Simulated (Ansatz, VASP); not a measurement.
# GaN: VASP beside Ansatz

The input POSCAR:

```
GaN
1.0
    3.1830984299      0.0000000000      0.0000000000
   -1.5915492150      2.7566441030      0.0000000000
    0.0000000000      0.0000000000      5.1835962425
Ga N
2 2
Direct
    0.3333333333      0.6666666667      0.9991101046
    0.6666666667      0.3333333333      0.4991101046
    0.3151953372      0.6303906745      0.3951815214
    0.6666666667      0.3333333333      0.8758898954
```

The input INCAR.step1:

```
SYSTEM = GaN
PREC = Accurate ; ENCUT = 520
ISMEAR = 0 ; SIGMA = 0.05
LREAL = .False. ; LASPH = .True.
NELM = 100 ; NBANDS = 26
GGA = PE ; ALGO = Normal
EDIFF = 1E-4 ; LWAVE = .True.
LCHARG = .False.
```

Contents of INCAR.step2:

```
SYSTEM = GaN
PREC = Accurate ; ENCUT = 520
EDIFF = 1E-6 ; ISMEAR = 0
SIGMA = 0.05 ; LREAL = .False.
LASPH = .True. ; NELM = 100
ALGO = Normal ; ISIF = 2
LWAVE = .False. ; LCHARG = .False.
METAGGA = R2SCAN ; LMIXTAU = .True.
NBANDS = 26 ; ISTART = 1
```

File KPOINTS:

```
regular mesh
0
Gamma
  12 12 6
  0 0 0
```

Input for Ansatz:

```yaml
crystal:
  lattice:
    - [3.1830984299, 0.0, 0.0]
    - [-1.591549215, 2.756644103, 0.0]
    - [0.0, 0.0, 5.1835962425]
  atoms:
    - { symbol: Ga, position: [0.3333333333, 0.6666666667, 0.9991101046] }
    - { symbol: Ga, position: [0.6666666667, 0.3333333333, 0.4991101046] }
    - { symbol: "N", position: [0.3151953372, 0.6303906745, 0.3951815214] }
    - { symbol: "N", position: [0.6666666667, 0.3333333333, 0.8758898954] }
basis:
  ecutwfc: 500
kpoints:
  mp_grid: { grid: [12, 12, 6] }
hamiltonian:
  xc: r2scan
scf:
  occupations: { method: gaussian, width: 0.05 }
output:
  forces: true
  stress: true
  eigenvalues: true
```

Alike in both runs: task single point; functional r2SCAN; k mesh 12 × 12 × 6; occupations gaussian, width 0.05 eV; no spin polarisation.

|  | VASP | Ansatz |
| --- | --- | --- |
| version | VASP 6.6.1 | Ansatz 0.2.0 |
| potentials or method | VASP PAW PBE potentials, release 64 (Ga_d, N), cutoff 520 eV | scalar-relativistic, plane waves, PAW |
| valence electrons in the cell | 36 | 36 |

VASP gave:

```
gap on the k mesh at the Fermi level (eV)                     : 2.27
least direct gap on the mesh (eV)                             : 2.27
pressure (GPa)                                                : 2.3
traceless stress, the component that is largest in VASP (GPa) : 5.90
rms of the force components (eV/Å)                            : 0.796
```

Question: Estimate Ansatz's values.

Answer: gap on the k mesh at the Fermi level (eV): 2.27; least direct gap on the mesh (eV): 2.27; pressure (GPa): 1.3; traceless stress, the component that is largest in VASP (GPa): 5.65; rms of the force components (eV/Å): 0.782.

VASP's potentials were made for PBE, not for r2SCAN. Atom by atom the forces differ by 0.015 eV/Å (rms over components).
